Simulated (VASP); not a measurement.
Runs of VASP 6.6.1 on Li2RuN2. It takes space group P-3m1 (No. 164, trigonal). The conventional cell has a = 3.164 Å, b = 3.164 Å, c = 5.211 Å, α = 90.00°, β = 90.00°, γ = 120.00°. Within 2.8 Å of Ru (site symmetry -3m) lie 6 N at 2.14 Å and 6 Li at 2.62 Å. Within 2.6 Å of N (site symmetry 3m) lie 4 Li at 1.98 to 2.22 Å and 3 Ru at 2.14 Å. Within 2.6 Å of Li (site symmetry 3m) lie 4 N at 1.98 to 2.22 Å and 3 Li at 2.34 Å. 

```csv
task,level,potentials or basis,U,cell,k mesh,cutoff (eV),smearing,gap on the mesh (eV),pressure (GPa),relaxed volume (Å³/atom),largest force (eV/Å)
relaxation of cell and atoms,BLYP,"VASP PAW PBE potentials, release 64 (Ru_pv, N, Li_sv)",-,relaxed,10 × 10 × 5,600,fermi-dirac 0.05 eV,none,0.1,9.22,0.01
relaxation of cell and atoms,r2SCAN,"VASP PAW PBE potentials, release 64 (Ru_pv, N, Li_sv)",-,relaxed,10 × 10 × 5,600,fermi-dirac 0.05 eV,none,0.0,8.77,-
relaxation of cell and atoms,revPBE,"VASP PAW PBE potentials, release 64 (Ru_pv, N, Li_sv)",-,relaxed,10 × 10 × 5,600,fermi-dirac 0.05 eV,none,0.0,(a),-
relaxation of cell and atoms,RPBE,"VASP PAW PBE potentials, release 64 (Ru_pv, N, Li_sv)",-,relaxed,10 × 10 × 5,600,fermi-dirac 0.05 eV,none,0.0,9.19,0.01
single point,LDA+U,"VASP PAW LDA potentials, release 64 (Ru_pv, N, Li_sv)",Ru d U = 1.0 eV,as given,8 × 8 × 5,520,gaussian 0.05 eV,none,-,-,(b)
```

Alike in all rows: no spin polarisation.

Task: Estimate the missing entries.

Result: (a) 9.15; (b) 0.56.

Caveats: the cutoff is under 1.25 times the usual one of these potentials, so pressure, stress and relaxed cells hold a basis-set (Pulay) error; the PAW data sets were made with another functional, which shifts forces and pressure a little (some runs); U without spin polarisation on a metal has little footing (some runs).

A k mesh can miss the band edges, and the runs leave out spin-orbit coupling on Ru.

A gap of «none» marks levels without a gap at the run's occupations.
